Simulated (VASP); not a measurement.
# Fe (Im-3m) in VASP: further runs, part 2 of 3

VASP 6.6.1. Earlier steps stand in the parts before.

### 3 Single point, PBE, collinear spin, ferromagnetic start (10.89 Å³/atom)

The input, INCAR:

```
SYSTEM = Fe
PREC     = Accurate       ! precision mode
ENCUT    = 520            ! plane-wave cutoff, eV
EDIFF    = 1E-7           ! SCF threshold, eV
ISMEAR   = 0              ! smearing method
SIGMA    = 0.05           ! smearing width, eV
LREAL    = .FALSE.        ! projectors in reciprocal space
LASPH    = .TRUE.         ! aspherical terms in the spheres
NELM     = 150            ! most SCF steps
ALGO     = Fast           ! electronic algorithm
ISIF     = 2              ! what is computed and relaxed
LWAVE    = .FALSE.        ! write WAVECAR
LCHARG   = .FALSE.        ! write CHGCAR
ISPIN    = 2              ! spin polarisation
MAGMOM   = 2.4            ! initial moments
LORBIT   = 11             ! projections on sites
LMAXMIX  = 4              ! l up to which the mixer works
GGA      = PE             ! functional
NBANDS   = 14             ! bands
```

The input, KPOINTS:

```
Automatic mesh
0
G
  22 22 22
  0 0 0
```

The input, POSCAR:

```
Fe
1.0
   -1.3964612888      1.3964612888      1.3964612888
    1.3964612888     -1.3964612888      1.3964612888
    1.3964612888      1.3964612888     -1.3964612888
Fe
1
Direct
    0.0000000000      0.0000000000      0.0000000000
```

Potentials or basis: VASP PAW PBE potentials, release 64 (Fe).

Started as:

```console
> cat potpaw_PBE.64/Fe/POTCAR > POTCAR
> mpirun -np 1 vasp_std > vasp.out
```

OUTCAR:

```text
SYSTEM = Fe
   PREC = Accurate
   ENCUT = 520
   EDIFF = 1E-7
   ISMEAR = 0
   LREAL = .FALSE.
   LASPH = .TRUE.
   NELM = 150
   ISIF = 2
   ISPIN = 2
   LORBIT = 11
   GGA = PE

 ion  position               nearest neighbor table
   1  0.000  0.000  0.000-

  LATTYP: Found a body centered cubic cell.
 ALAT       =     2.7929225776

  Lattice vectors:

 A1 = (  -1.3964612888,   1.3964612888,   1.3964612888)
 A2 = (   1.3964612888,  -1.3964612888,   1.3964612888)
 A3 = (   1.3964612888,   1.3964612888,  -1.3964612888)

Analysis of symmetry for initial positions (statically):
=====================================================================
 Subroutine PRICEL returns:
 Original cell was already a primitive cell.

 Routine SETGRP: Setting up the symmetry group for a
 body centered cubic supercell.

 Subroutine GETGRP returns: Found 48 space group operations
 (whereof 48 operations were pure point group operations)
 out of a pool of 48 trial point group operations.

The static configuration has the point symmetry O_h .

Analysis of symmetry for dynamics (positions and initial velocities):
=====================================================================
 Subroutine PRICEL returns:
 Original cell was already a primitive cell.

 Routine SETGRP: Setting up the symmetry group for a
 body centered cubic supercell.

 Subroutine GETGRP returns: Found 48 space group operations
 (whereof 48 operations were pure point group operations)
 out of a pool of 48 trial point group operations.

The dynamic configuration has the point symmetry O_h .

Analysis of structural, dynamic, and magnetic symmetry:
=====================================================================
 Subroutine PRICEL returns:
 Original cell was already a primitive cell.

 Routine SETGRP: Setting up the symmetry group for a
 body centered cubic supercell.

 Subroutine GETGRP returns: Found 48 space group operations
 (whereof 48 operations were pure point group operations)
 out of a pool of 48 trial point group operations.

The overall configuration has the point symmetry O_h .

 Subroutine INISYM returns: Found 48 space group operations
 (whereof 48 operations are pure point group operations),
 and found     1 'primitive' translations

----------------------------------------------------------------------------------------

                                     Primitive cell

  volume of cell :      10.8930

  direct lattice vectors                    reciprocal lattice vectors
    -1.396461289  1.396461289  1.396461289     0.000000000  0.358047877  0.358047877
     1.396461289 -1.396461289  1.396461289     0.358047877  0.000000000  0.358047877
     1.396461289  1.396461289 -1.396461289     0.358047877  0.358047877  0.000000000

  length of vectors
     2.418741903  2.418741903  2.418741903     0.506356164  0.506356164  0.506356164

  position of ions in fractional coordinates (direct lattice)
     0.000000000  0.000000000  0.000000000

  ion indices of the primitive-cell ions
   primitive index   ion index
                 1           1

----------------------------------------------------------------------------------------

 KPOINTS: Automatic mesh

Automatic generation of k-mesh.
 Grid dimensions read from file:
 generate k-points for:   22   22   22

 Generating k-lattice:
[... 72 lines left out ...]
   PSTRESS=    0.0 pullay stress
   NELECT =       8.0000    total number of electrons
   NUPDOWN=      -1.0000    fix difference up-down
   EMIN   =  10.00;   EMAX   =-10.00  energy-range for DOS
   EFERMI =   0.00;   METHOD = LEGACY
   ISMEAR =     0;   SIGMA  =   0.05  broadening in eV -4-tet -1-fermi 0-gaus
   EFERMI_NEDOS =   21; number of points for ismear=-14 and -15
   IALGO  =     68    algorithm
   IMIX   =      4    mixing-type and parameters
     AMIX     =   0.40;   BMIX     =  1.00
     AMIX_MAG =   1.60;   BMIX_MAG =  1.00
  volume/ion in A,a.u.               =      10.89        73.51
  Fermi-wavevector in a.u.,A,eV,Ry     =   1.477030  2.791182 29.682702  2.181617
  Thomas-Fermi vector in A             =   2.591484
   LORBIT       =     11    0 simple, 1 ext, 2 COOP (PROOUT), +10 PAW based schemes
   GGA     = PE    functional components
   LHFCALC =     F    Hartree Fock is set to
   AEXX    =    0.0000 exact exchange contribution
   IVDW    =     0    specifies the selected vdW correction
   LEPSILON=     F    determine dielectric tensor
   LRPA    =     F    only Hartree local field effects (RPA)
 spin polarized calculation
 RMM-DIIS sequential band-by-band and
 Gauss-broadening in eV      SIGMA  =   0.05
  energy-cutoff  :      520.00
  volume of cell :       10.89
 maximum number of plane-waves:       321
 NGX is ok and might be reduce to    18
   NGX =  9   NGY =  9   NGZ =  9

 number of electron       8.0000005 magnetization       2.1397019

 Free energy of the ion-electron system (eV)
  ---------------------------------------------------
  ext. energy  EPLUGINS =         0.00000000
  ---------------------------------------------------
  free energy    TOTEN  =        -8.23177668 eV

  energy without entropy =       -8.23080994  energy(sigma->0) =       -8.23129331

 E-fermi :   6.2770     XC(G=0): -13.3578

 val. band max:        6.2769720223   @ k =  -0.4091   0.4091   0.2727
 cond. band min:       6.2956814908   @ k =   0.4091   0.0455   0.0455
 fundamental gap:      0.0187094685
 Fermi energy:         6.2770050322

 spin component 1

 k-point     1 :       0.0000    0.0000    0.0000
  band No.  band energies     occupation
      1      -2.4212      1.00000
      2       3.8827      1.00000
      3       3.8827      1.00000
      4       3.8827      1.00000
      5       5.1774      1.00000
      6       5.1774      1.00000
      7      31.6955      0.00000
      8      31.6955      0.00000
      9      31.6955      0.00000
     10      37.0592      0.00000
     11      37.0592      0.00000
     12      39.6110      0.00000
     13      39.6110      0.00000
     14      39.6111      0.00000
[... 379 lines left out ...]
      3       3.6363      1.00000
      4       4.8142      1.00000
      5       4.9025      1.00000
      6       5.2712      1.00000
      7      25.7685      0.00000
      8      27.5146      0.00000
      9      31.7224      0.00000
     10      32.1981      0.00000
     11      36.0076      0.00000
     12      37.5069      0.00000
     13      41.5232      0.00000
     14      41.5845      0.00000

 [... further k-points ...]

 spin component 2

 k-point     1 :       0.0000    0.0000    0.0000
  band No.  band energies     occupation
      1      -2.2365      1.00000
      2       5.7330      1.00000
      3       5.7331      1.00000
      4       5.7331      1.00000
      5       7.8904      0.00000
      6       7.8905      0.00000
      7      31.4748      0.00000
      8      31.4748      0.00000
      9      31.4748      0.00000
     10      37.2856      0.00000
     11      37.2856      0.00000
     12      40.2708      0.00000
     13      40.2708      0.00000
     14      40.2708      0.00000
[... 379 lines left out ...]
      3       5.4324      1.00000
      4       6.7276      0.00000
      5       7.4806      0.00000
      6       7.9905      0.00000
      7      26.1842      0.00000
      8      27.8401      0.00000
      9      31.9850      0.00000
     10      32.6388      0.00000
     11      36.3393      0.00000
     12      38.1015      0.00000
     13      41.8323      0.00000
     14      42.0861      0.00000

 [... further k-points ...]

------------------------ aborting loop because EDIFF is reached ----------------------------------------

  FORCE on cell =-STRESS in cart. coord.  units (eV):
  Direction    XX          YY          ZZ          XY          YZ          ZX
  --------------------------------------------------------------------------------------
  -------------------------------------------------------------------------------------
  Total        0.6048438      0.6048438      0.6048438      0.0000000      0.0000000     -0.0000000
  in kB       88.9625300     88.9625300     88.9625300      0.0000000      0.0000000     -0.0000000
  external PRESSURE =      88.9625300 kB  Pullay stress =       0.0000000 kB

 VOLUME and BASIS-vectors are now :
 -----------------------------------------------------------------------------
  energy-cutoff  :      520.00
  volume of cell :       10.89
      direct lattice vectors                 reciprocal lattice vectors
    -1.396461289  1.396461289  1.396461289     0.000000000  0.358047877  0.358047877
     1.396461289 -1.396461289  1.396461289     0.358047877  0.000000000  0.358047877
     1.396461289  1.396461289 -1.396461289     0.358047877  0.358047877  0.000000000

 POSITION                                       TOTAL-FORCE (eV/Angst)
 -----------------------------------------------------------------------------------
      0.00000      0.00000      0.00000        -0.000000     -0.000000      0.000000
 -----------------------------------------------------------------------------------
    total drift:                                0.000000     -0.000000      0.000000

  FREE ENERGIE OF THE ION-ELECTRON SYSTEM (eV)
  ---------------------------------------------------
  free  energy   TOTEN  =        -8.2317766784 eV

  energy  without entropy=       -8.2308099416  energy(sigma->0) =       -8.23129331

 total charge

# of ion       s       p       d       tot
------------------------------------------
    1        0.506   0.581   6.272   7.359

 magnetization (x)

# of ion       s       p       d       tot
------------------------------------------
    1       -0.012  -0.054   2.195   2.128
```

Run time: 78 s. Hardware: 1 thread of AMD EPYC 7R13 (Zen 3), shared host; peak memory 0.16 GiB.

Results:

| Property | Result |
| --- | --- |
| Free energy | -8.2318 eV |
| Pressure | 8.9 GPa |
| Net moment | 2.14 μB per cell |
| Site moments | Fe +2.13 μB |
| Valence electrons inside the program's atomic spheres | Fe 7.36 |

Caveat: the cell stands under pressure.

(Continued in part 3 of 3.)
